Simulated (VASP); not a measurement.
KBr:

```xyz
2
Lattice="0.0000 3.2441 3.2441 3.2441 0.0000 3.2441 3.2441 3.2441 0.0000" Properties=species:S:1:pos:R:3 pbc="T T T"
Br    3.2441    3.2441    3.2441
K     0.0000    0.0000    0.0000
```

| Item | Value |
| --- | --- |
| Program | VASP 6.6.1 |
| Task | relaxation of cell and atoms |
| Functional | LDA |
| Potentials or basis | VASP PAW LDA potentials, release 64 (Br, K_sv) |
| Cutoff | 690 eV |
| k mesh | 7 × 7 × 7 |
| Occupations | gaussian, width 0.03 eV |
| Spin | non-collinear spin, zero start, spin-orbit coupling |
| Starting moments | [[0.0, 0.0, 0.0], [0.0, 0.0, 0.0]] μB |

At the start: pressure -0.9 GPa; volume 34.14 Å³/atom.

Problem. How do energy, volume and symmetry change on relaxing?

Solution. Over 6 steps the energy falls by 4.6 meV/atom and the volume is 32.51 Å³/atom (-4.8 %); space group Fm-3m (No. 225, to 0.1 Å) before and after; moment 0.00 μB per cell.

Step by step:
| step | energy change (eV) | largest force (eV/Å) | pressure (GPa) | volume (Å³) |
| --- | --- | --- | --- | --- |
| 1 | 0.0000 | 0.0000 | -0.88 | 68.28 |
| 2 | -0.0075 | 0.0000 | -0.42 | 66.45 |
| 3 | -0.0094 | 0.0000 | -0.02 | 65.08 |
| 4 | -0.0094 | 0.0000 | 0.00 | 65.01 |
| 5 | -0.0092 | 0.0000 | 0.00 | 65.01 |
| 6 | -0.0092 | 0.0000 | 0.00 | 65.01 |

Final structure:
```
Br K
1.0
     0.00000    3.19146    3.19146
     3.19146    0.00000    3.19146
     3.19146    3.19146    0.00000
Br K
1 1
Direct
  0.50000 0.50000 0.50000
  0.00000 0.00000 0.00000
```

Where two steps share one volume, the run began anew on that cell with a basis built for it.
